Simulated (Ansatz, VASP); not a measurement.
## Sn8HPt4 in VASP and in Ansatz

```xyz
13
Lattice="6.4250 0.0000 0.0000 0.0000 6.4250 0.0000 0.0000 0.0000 6.4250" Properties=species:S:1:pos:R:3 pbc="T T T"
Sn    1.4922    1.5319    1.5344
Sn    4.9837    4.7239    4.7263
Sn    4.6818    4.7681    1.5338
Sn    1.4490    1.8346    4.7268
Sn    4.6817    1.5315    4.7704
Sn    1.4490    4.7241    1.8371
Sn    2.0636    5.3391    5.3415
Sn    4.6361    1.4866    1.4889
Pt   -0.1196   -0.0213   -0.0190
Pt    3.1284    3.1557   -0.0188
Pt    3.1285   -0.0214    3.1580
Pt   -0.2222    3.0536    3.0564
H     3.1302   -0.0189   -0.0167
```

Alike in both runs: functional LDA; k mesh 3 × 3 × 3; occupations fermi-dirac, width 0.15 eV; no spin polarisation.

Ansatz relaxed the structure, and its values are those at the end. VASP's run is a single point on that final structure, the one shown.

|  | VASP | Ansatz |
| --- | --- | --- |
| version | VASP 6.6.1 | Ansatz 0.2.0 |
| potentials or method | VASP PAW LDA potentials, release 64 (Sn_d, Pt, H), cutoff 520 eV | scalar-relativistic, plane waves, PAW |
| valence electrons in the cell | 153 | 185 |

VASP gave:

- rms of the force components (eV/Å): 0.029

Problem. Which values does Ansatz return?

Solution. rms of the force components (eV/Å): 0.030.

LDA's correlation is that of Perdew and Zunger in VASP and of Perdew and Wang (1992) in Ansatz. VASP's potentials hold 153 valence electrons a cell and Ansatz's 185, so a difference there can come from the potentials and not from the codes.

Spin-orbit coupling is off throughout.
